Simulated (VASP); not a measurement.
Write the native input for VASP 6.6.1 that does the following.

* Task: single point
* Functional: PBE
* Potentials or basis: VASP PAW PBE potentials, release 64 (Os)
* Cutoff: 600 eV
* k mesh: 12 × 12 × 16
* Occupations: gaussian, width 0.1 eV
* Spin: no spin polarisation
* Dipole correction: no
* Further INCAR settings: ALGO = Normal; EDIFF = 1e-06; NBANDS = 10; ISYM = 0

The structure of Os lies in POSCAR:

```
Os
1.0
    2.8545943322     -0.0000000858      0.0009214059
   -1.4272972405      2.4721513380      0.0000000000
    1.4279771448      0.8244429890      2.1859700903
Os
1
Direct
    0.0000000000      0.0000000000      0.0000000000
```

The input as run:

INCAR

```
PREC = Accurate ; ENCUT = 600
EDIFF = 1E-6 ; ISMEAR = 0
SIGMA = 0.1 ; LREAL = F
LASPH = T ; NELM = 120
ALGO = Normal ; ISIF = 2
LWAVE = F ; LCHARG = T
GGA = PE ; LELF = T
LVHAR = T ; ISYM = 0
NBANDS = 10 ; GGA_COMPAT = F
```

KPOINTS

```
Automatic mesh
0
Gamma
  12 12 16
```

Potentials or basis: VASP PAW PBE potentials, release 64 (Os).

Command:

```bash
$ cat potpaw_PBE.64/Os/POTCAR > POTCAR
$ mpirun -np 1 vasp_std > vasp.out
```

It gave:

The pressure is -22.6 GPa and the band gap on the k mesh is zero (bands 4 and 5 overlap by 3.63 eV).

Caveat: the cell stands under tension; spin-orbit coupling is left out, which moves the levels of the heavy elements.

Wall time 2.4 min on 1 thread of Intel Xeon 8259CL (shared host), peak memory 0.34 GiB.
